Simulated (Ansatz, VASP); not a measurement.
# Two plane-wave programs on SrO

File INCAR:

```
SYSTEM = SrO
PREC = Accurate
ENCUT = 520
EDIFF = 1E-7
ISMEAR = 0
SIGMA = 0.02
LREAL = .False.
LASPH = .True.
NELM = 60
ALGO = Normal
ISIF = 2
LWAVE = .False.
LCHARG = .False.
GGA = PE
NBANDS = 15
```

The input KPOINTS:

```
regular mesh
0
Gamma
  8 8 8
  0 0 0
```

File POSCAR:

```
SrO
1.0
    0.0000000000      2.5443505594      2.5443505594
    2.5443505594      0.0000000000      2.5443505594
    2.5443505594      2.5443505594      0.0000000000
Sr O
1 1
Direct
    0.5000000000      0.5000000000      0.5000000000
    0.0000000000      0.0000000000      0.0000000000
```

Input for Ansatz:

```yaml
crystal:
  lattice:
    - [0.0, 2.5443505594, 2.5443505594]
    - [2.5443505594, 0.0, 2.5443505594]
    - [2.5443505594, 2.5443505594, 0.0]
  atoms:
    - { symbol: Sr, position: [0.5, 0.5, 0.5] }
    - { symbol: O, position: [0.0, 0.0, 0.0] }
basis:
  ecutwfc: 420
kpoints:
  mp_grid: { grid: [8, 8, 8] }
hamiltonian:
  xc: pbe
scf:
  occupations: { method: gaussian, width: 0.02 }
output:
  forces: true
  stress: true
  eigenvalues: true
```

Alike in both runs: task single point; functional PBE; k mesh 8 × 8 × 8; occupations gaussian, width 0.02 eV; no spin polarisation.

|  | VASP | Ansatz |
| --- | --- | --- |
| version | VASP 6.6.1 | Ansatz 0.2.0 |
| potentials or method | VASP PAW PBE potentials, release 64 (Sr_sv, O), cutoff 520 eV | scalar-relativistic, plane waves, PAW |
| valence electrons in the cell | 16 | 16 |

```tsv
	VASP	Ansatz	Ansatz less VASP
gap on the k mesh at the Fermi level (eV)	3.24	3.30	+0.052
least direct gap on the mesh (eV)	3.31	3.35	+0.040
pressure (GPa)	6.7	6.0	-0.67
```

With one functional, cell and mesh, what is left measures potentials, basis and numerics.
